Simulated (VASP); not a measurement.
The system is Mo.

```
CELL_PARAMETERS angstrom
-1.57642 1.57642 1.57642
1.57642 -1.57642 1.57642
1.57642 1.57642 -1.57642
ATOMIC_POSITIONS crystal
Mo 0.00000 0.00000 0.00000
```

Base run:

| Quantity | Value |
| --- | --- |
| Program | VASP 6.6.1 |
| Functional | r2SCAN |
| Potentials or basis | VASP PAW PBE potentials, release 64 (Mo_sv) |
| Cutoff | 520 eV |
| k mesh | 14 × 14 × 14 |
| Occupations | methfessel-paxton, width 1 eV |
| Spin | no spin polarisation |

Its results: band gap on the k mesh zero (band 7 reaches 16.63 eV, above the bottom of band 8 at 11.09 eV); pressure -0.1 GPa.

The run is repeated on the same cell with these changes: occupations from methfessel-paxton, width 1 eV to methfessel-paxton, width 0.3 eV. What comes out?

Band gap on the k mesh zero (band 7 reaches 16.63 eV, above the bottom of band 8 at 11.08 eV); pressure 1.2 GPa.

Caveats: the PAW data sets were made with another functional, which shifts forces and pressure a little.
